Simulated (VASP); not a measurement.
A run of VASP 6.6.1 is set up as follows.

Contents of INCAR:

```
  ALGO = Normal
  EDIFF = 1E-7
  EDIFFG = -0.04
  ENCUT = 600
  GGA = PE
  IBRION = 2
  ISIF = 3
  ISMEAR = 0
  LASPH = True
  LCHARG = False
  LREAL = False
  LWAVE = False
  NELM = 60
  NSW = 90
  PREC = Accurate
  SIGMA = 0.1
```

KPOINTS

```
k-points
0
Gamma
  4 4 4
```

Contents of POSCAR:

```
Si
1.0
    2.3451993500     -3.6000603700      0.0000000000
    2.3451993500      3.6000603700      0.0000000000
    0.0000000000      0.0000000000      5.9615516000
Si
6
Direct
    0.5000000000      0.5000000000      0.1913392900
    0.5000000000      0.5000000000      0.8086607100
    0.0000000000      0.5000000000      0.6913391400
    0.5000000000      0.0000000000      0.3086608600
    0.5000000000      0.0000000000      0.6913391400
    0.0000000000      0.5000000000      0.3086608600
```

Potentials or basis: VASP PAW PBE potentials, release 64 (Si).

Launch:

```sh
$ cat potpaw_PBE.64/Si/POTCAR > POTCAR
$ mpirun -np 1 vasp_std > vasp.out
```

Question: Estimate the band gap on the k mesh.

Answer: Zero (bands 12 and 13 overlap by 2.84 eV).

Question: What does it give for the space group after relaxing (to 0.1 Å)?

Answer: Cmmm (No. 65).

Question: What does it give for the relaxed cell?

Answer: a = 4.649 Å, b = 4.649 Å, c = 6.236 Å, α = 90.00°, β = 90.00°, γ = 114.87°.

Question: Estimate the relaxed volume.

Answer: 20.38 Å³/atom.

Forces in eV/Å, atoms in the order of the input:
```
Si   0.000  0.000 -0.004
Si   0.000  0.000  0.004
Si   0.000  0.000 -0.018
Si   0.000  0.000  0.018
Si   0.000  0.000 -0.018
Si   0.000  0.000  0.018
```

Caveat: the k points lie up to 0.37 Å⁻¹ apart in the final cell, too coarse for converged energies and pressures of a metal; the volume moved by over 15 % at a fixed basis, so the end points are rough.
